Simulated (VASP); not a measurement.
# Cu (Fd-3m) in VASP: further runs, part 2 of 2

VASP 6.6.1.

### Step 4. Single point, revPBE (volume scaled by 0.96)

INCAR reads:

```
ALGO = Normal ; EDIFF = 1E-6
ENCUT = 520 ; GGA = RE
ISIF = 2 ; ISMEAR = -1
LASPH = T ; LCHARG = F
LREAL = F ; LWAVE = F
NBANDS = 18 ; NELM = 60
PREC = Accurate ; SIGMA = 0.1
```

KPOINTS reads:

```
k-points
0
Gamma
  11 11 11
```

POSCAR reads:

```
Cu
1.0
    0.0000000000      2.6724396229      2.6724396229
    2.6724396229      0.0000000000      2.6724396229
    2.6724396229      2.6724396229      0.0000000000
Cu
2
Direct
    0.1250000000      0.1250000000      0.1250000000
    0.8750000000      0.8750000000      0.8750000000
```

Potentials or basis: VASP PAW PBE potentials, release 64 (Cu).

Launch:

```
$ cat potpaw_PBE.64/Cu/POTCAR > POTCAR
$ mpirun -np 1 vasp_std > vasp.out
```

OUTCAR:

```text
EDIFF = 1E-6
   ENCUT = 520
   GGA = RE
   ISIF = 2
   ISMEAR = -1
   LASPH = T
   LREAL = F
   NELM = 60
   PREC = Accurate

 ion  position               nearest neighbor table
   1  0.125  0.125  0.125-   2 2.31   2 2.31   2 2.31   2 2.31
   2  0.875  0.875  0.875-   1 2.31   1 2.31   1 2.31   1 2.31

  LATTYP: Found a face centered cubic cell.
 ALAT       =     5.3448792458

  Lattice vectors:

 A1 = (   0.0000000000,   2.6724396229,   2.6724396229)
 A2 = (   2.6724396229,   0.0000000000,   2.6724396229)
 A3 = (   2.6724396229,   2.6724396229,   0.0000000000)

Analysis of symmetry for initial positions (statically):
=====================================================================
 Subroutine PRICEL returns:
 Original cell was already a primitive cell.

 Routine SETGRP: Setting up the symmetry group for a
 face centered cubic supercell.

 Subroutine GETGRP returns: Found 48 space group operations
 (whereof 12 operations were pure point group operations)
 out of a pool of 48 trial point group operations.

The static configuration has the point symmetry D_3d.
 The point group associated with its full space group is O_h .

Analysis of symmetry for dynamics (positions and initial velocities):
=====================================================================
 Subroutine PRICEL returns:
 Original cell was already a primitive cell.

 Routine SETGRP: Setting up the symmetry group for a
 face centered cubic supercell.

 Subroutine GETGRP returns: Found 48 space group operations
 (whereof 12 operations were pure point group operations)
 out of a pool of 48 trial point group operations.

The dynamic configuration has the point symmetry D_3d.
 The point group associated with its full space group is O_h .

 Subroutine INISYM returns: Found 48 space group operations
[... 104 lines left out ...]
   ISYM   =      2    0-nonsym 1-usesym 2-fastsym
   POTIM  = 0.5000    time-step for ionic-motion
   TEBEG  =    0.0;   TEEND  =   0.0 temperature during run
   PSTRESS=    0.0 pullay stress
   NELECT =      22.0000    total number of electrons
   NUPDOWN=      -1.0000    fix difference up-down
   EMIN   =  10.00;   EMAX   =-10.00  energy-range for DOS
   EFERMI =   0.00;   METHOD = LEGACY
   ISMEAR =    -1;   SIGMA  =   0.10  broadening in eV -4-tet -1-fermi 0-gaus
   EFERMI_NEDOS =   21; number of points for ismear=-14 and -15
   IALGO  =     38    algorithm
   IMIX   =      4    mixing-type and parameters
     AMIX     =   0.40;   BMIX     =  1.00
     AMIX_MAG =   1.60;   BMIX_MAG =  1.00
  volume/ion in A,a.u.               =      19.09       128.80
  Fermi-wavevector in a.u.,A,eV,Ry     =   1.362379  2.574522 25.253441  1.856076
  Thomas-Fermi vector in A             =   2.488873
   LORBIT       =      0    0 simple, 1 ext, 2 COOP (PROOUT), +10 PAW based schemes
   GGA     = RE    functional components
   LHFCALC =     F    Hartree Fock is set to
   AEXX    =    0.0000 exact exchange contribution
   IVDW    =     0    specifies the selected vdW correction
   LEPSILON=     F    determine dielectric tensor
   LRPA    =     F    only Hartree local field effects (RPA)
 non-spin polarized calculation
  energy-cutoff  :      520.00
  volume of cell :       38.17
 maximum number of plane-waves:      1039
   NGX = 13   NGY = 13   NGZ = 13

 number of electron      22.0000007 magnetization

 Free energy of the ion-electron system (eV)
  ---------------------------------------------------
  ext. energy  EPLUGINS =         0.00000000
  ---------------------------------------------------
  free energy    TOTEN  =        -4.75693309 eV

  energy without entropy =       -4.73058049  energy(sigma->0) =       -4.74375679

 E-fermi :   2.9363     XC(G=0):  -9.7736

 val. band max:        2.9204945911   @ k =  -0.3636   0.2727   0.0909
 cond. band min:       2.9574112054   @ k =  -0.3636   0.3636   0.0000
 fundamental gap:      0.0369166142
 Fermi energy:         2.9362553855

 k-point     1 :       0.0000    0.0000    0.0000
  band No.  band energies     occupation
      1      -3.3348      2.00000
      2      -0.0322      2.00000
      3      -0.0322      2.00000
      4      -0.0322      2.00000
      5      -0.0141      2.00000
      6      -0.0141      2.00000
[... 481 lines left out ...]
      5       0.1471      2.00000
      6       0.3611      2.00000
[... 10 lines left out ...]
     17      15.8686      0.00000
     18      16.0437      0.00000

 [... further k-points ...]
[... 5 lines left out ...]
  --------------------------------------------------------------------------------------
  -------------------------------------------------------------------------------------
  Total        0.5080830      0.5080830      0.5080830      0.0000000      0.0000000      0.0000000
  in kB       21.3251210     21.3251210     21.3251210      0.0000000      0.0000000      0.0000000
  external PRESSURE =      21.3251210 kB  Pullay stress =       0.0000000 kB

 VOLUME and BASIS-vectors are now :
 -----------------------------------------------------------------------------
  energy-cutoff  :      520.00
  volume of cell :       38.17
      direct lattice vectors                 reciprocal lattice vectors
     0.000000000  2.672439623  2.672439623    -0.187094966  0.187094966  0.187094966
     2.672439623  0.000000000  2.672439623     0.187094966 -0.187094966  0.187094966
     2.672439623  2.672439623  0.000000000     0.187094966  0.187094966 -0.187094966

 POSITION                                       TOTAL-FORCE (eV/Angst)
 -----------------------------------------------------------------------------------
      0.66811      0.66811      0.66811        -0.000000      0.000000      0.000000
      4.67677      4.67677      4.67677         0.000000     -0.000000     -0.000000
 -----------------------------------------------------------------------------------
    total drift:                                0.000000      0.000000     -0.000000

  FREE ENERGIE OF THE ION-ELECTRON SYSTEM (eV)
  ---------------------------------------------------
  free  energy   TOTEN  =        -4.7569330862 eV

  energy  without entropy=       -4.7305804906  energy(sigma->0) =       -4.74375679
```

OSZICAR:

```text
N       E                     dE             d eps       ncg     rms          rms(c)
DAV:   1     0.134976595457E+03    0.13498E+03   -0.10281E+04  2032   0.187E+03
DAV:   2     0.468809380765E+00   -0.13451E+03   -0.12751E+03  2020   0.274E+02
DAV:   3    -0.570400087201E+01   -0.61728E+01   -0.59256E+01  2270   0.845E+01
DAV:   4    -0.579047302422E+01   -0.86472E-01   -0.86389E-01  2376   0.107E+01
DAV:   5    -0.579195300783E+01   -0.14800E-02   -0.14799E-02  2490   0.119E+00    0.909E+00
DAV:   6    -0.563540989241E+01    0.15654E+00   -0.11964E+01  2464   0.831E+01    0.619E+00
DAV:   7    -0.476167942198E+01    0.87373E+00   -0.30234E+00  2368   0.402E+01    0.448E-01
DAV:   8    -0.476540471905E+01   -0.37253E-02   -0.83247E-02  2972   0.500E+00    0.819E-01
DAV:   9    -0.475743936059E+01    0.79654E-02   -0.41812E-02  2562   0.455E+00    0.189E-01
DAV:  10    -0.475697391065E+01    0.46545E-03   -0.13865E-03  2866   0.768E-01    0.489E-02
DAV:  11    -0.475693334042E+01    0.40570E-04   -0.10392E-04  3090   0.189E-01    0.320E-03
DAV:  12    -0.475693308621E+01    0.25421E-06   -0.44249E-06  1952   0.344E-02
   1 F= -.47569331E+01 E0= -.47437568E+01  d E =-.263526E-01
```

Wall time 14 s (1 thread of Intel Xeon 6975P-C (Granite Rapids), shared host); peak memory 0.17 GiB.

Results:

```
Free energy            : -4.7569 eV
Pressure               : 2.1 GPa
Band gap on the k mesh : zero (band 11 reaches 3.31 eV, above the bottom of band 12 at 2.60 eV)
```

Caveat: the cell differs from its parent crystal (volume scaled by 0.96); the PAW data sets were made with another functional, which shifts forces and pressure a little.

### Step 5. Single point, revPBE

This run uses another cell than the first one, of 19.88 Å³/atom, 1.136 times its volume.

INCAR reads:

```
SYSTEM = Cu
  PREC = Accurate
  ENCUT = 520
  EDIFF = 1E-6
  ISMEAR = -1
  SIGMA = 0.1
  LREAL = .False.
  LASPH = .True.
  NELM = 100
  ALGO = Normal
  ISIF = 2
  LWAVE = .False.
  LCHARG = .False.
  GGA = RE
  NBANDS = 18
```

KPOINTS reads:

```
regular mesh
0
Gamma
  11 11 11
  0 0 0
```

POSCAR reads:

```
Cu
1.0
    0.0000000000      2.7090529346      2.7090529346
    2.7090529346      0.0000000000      2.7090529346
    2.7090529346      2.7090529346      0.0000000000
Cu
2
Direct
    0.1250000000      0.1250000000      0.1250000000
    0.8750000000      0.8750000000      0.8750000000
```

Launch:

```
$ cat potpaw_PBE.64/Cu/POTCAR > POTCAR
$ mpirun -np 1 vasp_std > vasp.out
```

It took 14 s on 1 thread of Intel Xeon 6975P-C (Granite Rapids), shared host; peak memory 0.17 GiB.

Results (log left out):

```
Free energy            : -4.7705 eV
Pressure               : 0.0 GPa
Band gap on the k mesh : zero (band 11 reaches 2.97 eV, above the bottom of band 12 at 2.28 eV)
```

Levels at points of the mesh, in eV from the Fermi level:
| k point | band 9 | band 10 | band 11 | band 12 | band 13 | band 14 |
| --- | --- | --- | --- | --- | --- | --- |
| (0.00, 0.00, 0.00) | -1.80 | -1.21 | -1.21 | 9.49 | 9.49 | 9.49 |

Caveat: the PAW data sets were made with another functional, which shifts forces and pressure a little.

### Step 6. The runs side by side

```csv
cell,gap on the mesh (eV),pressure (GPa)
"a = 3.671 Å, angles 60.0°, 2 atoms",none,8.7
"a = 3.726 Å, angles 60.0°, 2 atoms",none,4.9
"a = 3.779 Å, angles 60.0°, 2 atoms",none,2.1
"a = 3.831 Å, angles 60.0°, 2 atoms",none,0.0
```

Alike in all rows: task single point; level revPBE; potentials or basis VASP PAW PBE potentials, release 64 (Cu); no spin polarisation; k mesh 11 × 11 × 11; cutoff (eV) 520; smearing fermi-dirac 0.1 eV.

Caveats: the PAW data sets were made with another functional, which shifts forces and pressure a little.

Absolute energies hang on the potentials; compare differences alone.
